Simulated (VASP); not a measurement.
# Cu (I4/mmm) in VASP: further runs, part 2 of 2

VASP 6.6.1. The steps go on from the part before.

## (3) Single point, LDA

This run uses another cell than the first one, of 9.37 Å³/atom.

Contents of INCAR:

```
  ALGO = Normal
  EDIFF = 1E-7
  ENCUT = 520
  ISIF = 2
  ISMEAR = 0
  LASPH = True
  LCHARG = True
  LELF = True
  LREAL = False
  LVHAR = True
  LWAVE = False
  NBANDS = 12
  NELM = 100
  PREC = Accurate
  SIGMA = 0.15
```

Contents of KPOINTS:

```
k-points
0
Gamma
  22 22 22
```

Contents of POSCAR:

```
Cu
1.0
   -1.3560500000      1.3560500000      1.2740500000
    1.3560500000     -1.3560500000      1.2740500000
    1.3560500000      1.3560500000     -1.2740500000
Cu
1
Direct
    0.0000000000      0.0000000000      0.0000000000
```

Potentials or basis: VASP PAW LDA potentials, release 64 (Cu).

The run is started by

```sh
cat potpaw_LDA.64/Cu/POTCAR > POTCAR
mpirun -np 1 vasp_std > vasp.out
```

OUTCAR:

```text
EDIFF = 1E-7
   ENCUT = 520
   ISIF = 2
   ISMEAR = 0
   LASPH = True
   LREAL = False
   NELM = 100
   PREC = Accurate

 ion  position               nearest neighbor table
   1  0.000  0.000  0.000-

  LATTYP: Found a body centered tetragonal cell.
 ALAT       =     2.7121000000
 C/A-ratio  =     0.9395302533

  Lattice vectors:

 A1 = (  -1.3560500000,   1.3560500000,   1.2740500000)
 A2 = (   1.3560500000,  -1.3560500000,   1.2740500000)
 A3 = (   1.3560500000,   1.3560500000,  -1.2740500000)

Analysis of symmetry for initial positions (statically):
=====================================================================
 Subroutine PRICEL returns:
 Original cell was already a primitive cell.

 Routine SETGRP: Setting up the symmetry group for a
 body centered tetragonal supercell.

 Subroutine GETGRP returns: Found 16 space group operations
 (whereof 16 operations were pure point group operations)
 out of a pool of 16 trial point group operations.

The static configuration has the point symmetry D_4h.

Analysis of symmetry for dynamics (positions and initial velocities):
[... 159 lines left out ...]

 val. band max:       10.6764169480   @ k =  -0.2273   0.4091   0.1818
 cond. band min:      10.6987024994   @ k =   0.3182   0.0909   0.0909
 fundamental gap:      0.0222855514
 Fermi energy:        10.6918644050

 k-point     1 :       0.0000    0.0000    0.0000
  band No.  band energies     occupation
      1      -0.6229      2.00000
      2       6.4039      2.00000
      3       6.7612      2.00000
      4       6.7612      2.00000
      5       7.8538      2.00000
      6       8.2373      2.00000
      7      37.2943      0.00000
      8      37.2943      0.00000
      9      39.1266      0.00000
     10      42.7633      0.00000
     11      43.4003      0.00000
     12      44.1652      0.00000
[... 331 lines left out ...]
 k-point    24 :      -0.4545    0.0455    0.0000
  band No.  band energies     occupation
      1       4.0307      2.00000
      2       5.5313      2.00000
      3       8.0243      2.00000
      4       8.0771      2.00000
      5       8.5981      2.00000
      6       9.4729      2.00000
      7      18.0473      0.00000
      8      29.1217      0.00000
      9      30.5207      0.00000
     10      35.2413      0.00000
     11      39.3555      0.00000
     12      48.5126      0.00000

 [... further k-points ...]
[... 5 lines left out ...]
  --------------------------------------------------------------------------------------
  -------------------------------------------------------------------------------------
  Total        2.4856364      2.4856364      2.5756081      0.0000000      0.0000000      0.0000000
  in kB      424.9622141    424.9622141    440.3444163      0.0000000      0.0000000      0.0000000
  external PRESSURE =     430.0896148 kB  Pullay stress =       0.0000000 kB

 VOLUME and BASIS-vectors are now :
 -----------------------------------------------------------------------------
  energy-cutoff  :      520.00
  volume of cell :        9.37
      direct lattice vectors                 reciprocal lattice vectors
    -1.356050000  1.356050000  1.274050000     0.000000000  0.368717968  0.392449276
     1.356050000 -1.356050000  1.274050000     0.368717968  0.000000000  0.392449276
     1.356050000  1.356050000 -1.274050000     0.368717968  0.368717968  0.000000000

 POSITION                                       TOTAL-FORCE (eV/Angst)
 -----------------------------------------------------------------------------------
      0.00000      0.00000      0.00000         0.000000     -0.000000      0.000000
 -----------------------------------------------------------------------------------
    total drift:                                0.000000      0.000000      0.000000

  FREE ENERGIE OF THE ION-ELECTRON SYSTEM (eV)
  ---------------------------------------------------
  free  energy   TOTEN  =        -4.4831829511 eV

  energy  without entropy=       -4.4797658418  energy(sigma->0) =       -4.48147440
```

stdout:

```text
POSCAR found type information on POSCAR Cu
 POSCAR found :  1 types and       1 ions
 scaLAPACK will be used
 LDA part: xc-table for (Slater(with rela. corr.)+CA(PZ))
 , standard interpolation
 POSCAR, INCAR and KPOINTS ok, starting setup
 FFT: planning ... GRIDC
 FFT: planning ... GRID_SOFT
 FFT: planning ... GRID
 WAVECAR not read
 entering main loop
```

Wall time 85 s (1 thread of Intel Xeon 8259CL, shared host); peak memory 0.19 GiB.

Results:

| Property | Result |
| --- | --- |
| Free energy | -4.4832 eV |
| Pressure | 43.0 GPa |
| Band gap on the k mesh | zero (an odd number of electrons rules out a gap without spin polarisation) |

Caveat: the cell stands under pressure.

## (4) Single point, LDA

This run uses another cell than the first one, of 9.49 Å³/atom.

Contents of INCAR:

```
  PREC = Accurate
  ENCUT = 520
  EDIFF = 1E-6
  ISMEAR = 0
  SIGMA = 0.15
  LREAL = False
  LASPH = True
  NELM = 100
  ALGO = Fast
  ISIF = 2
  LWAVE = False
  LCHARG = False
  GGA = CA
  NBANDS = 12
```

Contents of KPOINTS:

```
Automatic mesh
0
Gamma
  22 22 22
```

Contents of POSCAR:

```
Cu
1.0
   -1.3560500000      1.3560500000      1.2908000000
    1.3560500000     -1.3560500000      1.2908000000
    1.3560500000      1.3560500000     -1.2908000000
Cu
1
Direct
    0.0000000000      0.0000000000      0.0000000000
```

The run is started by

```sh
cat potpaw_LDA.64/Cu/POTCAR > POTCAR
mpirun -np 1 vasp_std > vasp.out
```

Wall time 2.4 min (1 thread of Intel Xeon 8259CL, shared host); peak memory 0.2 GiB.

The run converged. Its results:

- Free energy: -4.5150 eV
- Pressure: 38.8 GPa
- Band gap on the k mesh: zero (an odd number of electrons rules out a gap without spin polarisation)

Stress tensor (GPa, compression positive):
```
38.59  0.00  0.00
 0.00 38.59  0.00
 0.00  0.00 39.30
```

Levels at points of the mesh, in eV from the Fermi level:
```csv
k point,band 3,band 4,band 5,band 6,band 7,band 8,band 9,band 10
"(0.00, 0.00, 0.00)",-3.90,-3.90,-2.75,-2.46,26.65,26.65,28.05,31.99
"(0.50, 0.00, 0.00)",-2.62,-2.31,-1.55,-1.06,5.82,18.83,19.74,23.80
"(0.50, 0.50, 0.00)",-2.84,-2.50,-1.59,-1.51,5.21,20.18,21.47,25.12
"(0.50, 0.50, 0.50)",-1.82,-1.82,-1.75,8.43,8.43,10.61,14.89,15.79
```

Caveat: the cell stands under pressure.

## (5) Overview

```tsv
cell	gap on the mesh (eV)	pressure (GPa)
a = 2.545 Å, angles 107.8, 107.8, 112.8°, 1 atom	none	-18.0
a = 2.302 Å, angles 107.8, 107.8, 112.8°, 1 atom	none	43.0
a = 2.312 Å, angles 108.2, 108.2, 112.1°, 1 atom	none	38.8
```

Alike in all rows: task single point; level LDA; potentials or basis VASP PAW LDA potentials, release 64 (Cu); no spin polarisation; k mesh 22 × 22 × 22; cutoff (eV) 520; smearing gaussian 0.15 eV.

Caveats: the cell stands under pressure (at least some runs); the cell stands under tension (at least some runs).

Absolute energies hang on the potentials; compare differences alone.

The gap in the log of VASP goes by the Fermi energy; the results here count the filled bands.